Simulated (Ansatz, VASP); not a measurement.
Two plane-wave programs on H3C18N

```
C N H
1.0
     7.39800    0.00000    0.00000
    -3.69900    6.40686    0.00000
     0.00000    0.00000   11.00000
C N H
18 1 3
Direct
  0.99908 0.99588 0.08484
  0.22372 0.10689 0.12217
  0.00193 0.32991 0.08076
  0.22446 0.43988 0.07877
  0.00104 0.66413 0.08005
  0.22602 0.77670 0.07459
  0.33645 0.99478 0.08247
  0.55461 0.10552 0.07451
  0.33535 0.33192 0.08537
  0.55450 0.43622 0.08269
  0.33563 0.66582 0.07236
  0.55444 0.77734 0.07703
  0.66570 0.99595 0.07222
  0.89184 0.10716 0.07872
  0.66747 0.33080 0.07995
  0.88986 0.44200 0.08071
  0.66796 0.66395 0.10503
  0.89561 0.77719 0.08274
  0.21705 0.09302 0.25985
  0.66760 0.66639 0.20754
  0.36728 0.16315 0.29167
  0.15350 0.17890 0.29233
```

Alike in both runs: functional PBE; dispersion D3(BJ); k mesh 2 × 2 × 1; occupations gaussian, width 0.02 eV; no spin polarisation.

Ansatz relaxed the structure, and its values are those at the end. VASP's run is a single point on that final structure, the one shown.

|  | VASP | Ansatz |
| --- | --- | --- |
| version | VASP 6.6.1 | Ansatz 0.2.0 |
| potentials or method | VASP PAW PBE potentials, release 64 (C, N, H), cutoff 520 eV | scalar-relativistic, plane waves, PAW |
| valence electrons in the cell | 80 | 80 |

```csv
,VASP,Ansatz,Ansatz less VASP
gap on the k mesh at the Fermi level (eV),0.33,0.33,+0.001
rms of the force components (eV/Å),0.010,0.006,-0.0038
```

Ansatz's warnings: xc potential rough in thin density.

The k mesh is coarse, so the values compare programs but aren't converged.
